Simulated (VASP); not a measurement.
A run of VASP 6.6.1:

Contents of INCAR:

```
SYSTEM = GaP3
ALGO = Fast
EDIFF = 1E-7
EDIFFG = -0.01
ENCUT = 600
GGA = PE
IBRION = 2
ISIF = 3
ISMEAR = 0
LASPH = .True.
LCHARG = .False.
LREAL = .False.
LWAVE = .False.
NELM = 80
NSW = 100
PREC = Accurate
SIGMA = 0.1
```

KPOINTS

```
k-points
0
Gamma
  12 12 12
  0 0 0
```

File POSCAR:

```
GaP3
1.0
    4.0597117286      0.0000000000      0.0000000000
    0.0000000000      4.0597117286      0.0000000000
    0.0000000000      0.0000000000      4.0179835583
Ga P
1 3
Direct
    0.0000000000      0.0000000000      0.0000000000
    0.0000000000      0.5000000000      0.5000000000
    0.5000000000      0.0000000000      0.5000000000
    0.5000000000      0.5000000000      0.0000000000
```

Potentials or basis: VASP PAW PBE potentials, release 64 (Ga_d, P).

Command:

```bash
$ cat potpaw_PBE.64/Ga_d/POTCAR potpaw_PBE.64/P/POTCAR > POTCAR
$ mpirun -np 1 vasp_std > vasp.out
```

Hardware: 1 thread of Oxide Virtual Turin-like Processor (shared host).

Task: Estimate the wall time of this run.

Result: It took 7.3 min on 1 thread of Oxide Virtual Turin-like Processor (shared host), peak memory 0.36 GiB. Counts: scf iterations 39, k points 196, ion steps 3.
